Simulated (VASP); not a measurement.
**C: single point with LDA**

Crystal: C.

```
C
1.0
     2.51598    0.00000    0.00000
    -1.25799    2.17890    0.00000
     0.00000    0.00000    4.19072
C
4
Cartesian
  0.0000 1.4526 0.2633
  1.2580 0.7263 2.3587
  0.0000 1.4526 1.8321
  1.2580 0.7263 3.9274
```

```json
{
  "Program": "VASP 6.6.1",
  "Task": "single point",
  "Functional": "LDA",
  "Potentials or basis": "VASP PAW LDA potentials, release 64 (C_h)",
  "Cutoff": "1300 eV",
  "k mesh": "13 × 13 × 7",
  "Occupations": "fermi-dirac, width 0.05 eV",
  "Spin": "no spin polarisation"
}
```

```json
{"Pressure": "-16.3 GPa", "Largest force": "0.045 eV/Å", "Band gap on the k mesh": "3.27 eV (least direct gap 4.90 eV)"}
```

Forces on the atoms (eV/Å):
```
C    0.000  0.000 -0.045
C    0.000  0.000 -0.045
C    0.000  0.000  0.045
C    0.000  0.000  0.045
```

Stress tensor (GPa, compression positive):
```
-16.19   0.00   0.00
  0.00 -16.19   0.00
  0.00   0.00 -16.50
```

Levels at points of the mesh, in eV from the valence-band top:
```tsv
k point	band 5	band 6	band 7	band 8	band 9	band 10	band 11	band 12
(0.00, 0.00, 0.00)	-3.03	-0.49	0.00	0.00	4.90	4.90	5.25	8.15
```

Run time: 49 s on 1 thread of AMD EPYC 9R45 96-Core Processor (Zen 5), on a shared host, peak memory 0.18 GiB.

Caveat: the cell stands under tension. A k mesh can miss the band edges.
